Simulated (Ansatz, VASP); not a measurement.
## One calculation of H, two programs

File INCAR:

```
SYSTEM = H
PREC = Accurate
ENCUT = 500
EDIFF = 1E-6
ISMEAR = -1
SIGMA = 0.01
LREAL = .False.
LASPH = .True.
NELM = 120
ALGO = Normal
ISIF = 2
LWAVE = .False.
LCHARG = .True.
GGA = PE
LELF = .True.
LVHAR = .True.
NBANDS = 8
GGA_COMPAT = .False.
```

KPOINTS

```
Automatic mesh
0
Gamma
  13 13 7
  0 0 0
```

The input POSCAR:

```
H
1.0
    2.0349512728      0.0000000000      0.0000000000
   -1.0174756365      1.7623194977      0.0000000000
    0.0000000000      0.0000000000      3.2690515894
H
2
Direct
    0.3333333333      0.6666666667      0.2500000000
    0.6666666667      0.3333333333      0.7500000000
```

Input for Ansatz:

```yaml
crystal:
  lattice:
    - [2.0349512728, 0.0, 0.0]
    - [-1.0174756365, 1.7623194977, 0.0]
    - [0.0, 0.0, 3.2690515894]
  atoms:
    - { symbol: H, position: [0.3333333333, 0.6666666667, 0.25] }
    - { symbol: H, position: [0.6666666667, 0.3333333333, 0.75] }
kpoints:
  mp_grid: { grid: [13, 13, 7] }
scf:
  occupations: { method: fermi_dirac, width: 0.01 }
hamiltonian:
  xc: pbe
  pseudopotentials: { kind: all_electron, lapw: { basis_error: 0.001 } }
output:
  forces: true
  stress: true
  eigenvalues: true
```

Change from the starting cell: volume scaled by 1.03.

Alike in both runs: task single point; functional PBE; k mesh 13 × 13 × 7; occupations fermi-dirac, width 0.01 eV; no spin polarisation.

|  | VASP | Ansatz |
| --- | --- | --- |
| version | VASP 6.6.1 | Ansatz 0.2.0 |
| potentials or method | VASP PAW PBE potentials, release 64 (H), cutoff 500 eV | all-electron LAPW, scalar-relativistic |

VASP gave:

```
pressure (GPa)                                                : -23.7
traceless stress, the component that is largest in VASP (GPa) : -2.04
```

Task: Which values does Ansatz return?

Result: Pressure (GPa): -23.5; traceless stress, the component that is largest in VASP (GPa): -2.04.

Ansatz ran all-electron here, and VASP with PAW potentials.
